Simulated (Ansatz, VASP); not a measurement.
## Two plane-wave programs on AlP

```
Al P
1.0
     0.00000    2.34115    2.34115
     2.34115    0.00000    2.34115
     2.34115    2.34115    0.00000
Al P
1 1
Direct
  0.00000 0.00000 0.00000
  0.25000 0.25000 0.25000
```

Change from the starting cell: volume scaled by 0.64, PAW files.

Alike in both runs: task single point; functional LDA; k mesh 12 × 12 × 12; occupations fermi-dirac, width 0.05 eV; no spin polarisation.

|  | VASP | Ansatz |
| --- | --- | --- |
| version | VASP 6.6.1 | Ansatz 0.2.0 |
| potentials or method | VASP PAW LDA potentials, release 64 (Al, P) | PAW with Ansatz's default frozen-core files, scalar-relativistic |
| plane-wave cutoff (eV) | 500 | 420 |
| valence electrons in the cell | 8 | 8 |

```tsv
	VASP	Ansatz	Ansatz less VASP
pressure (GPa)	97.3	96.6	-0.63
```

LDA's correlation is that of Perdew and Zunger in VASP and of Perdew and Wang (1992) in Ansatz. Both programs put the cell under a high pressure, so it lies far from rest at this level.

Noted on VASP's run: the cell as given lies far from equilibrium.
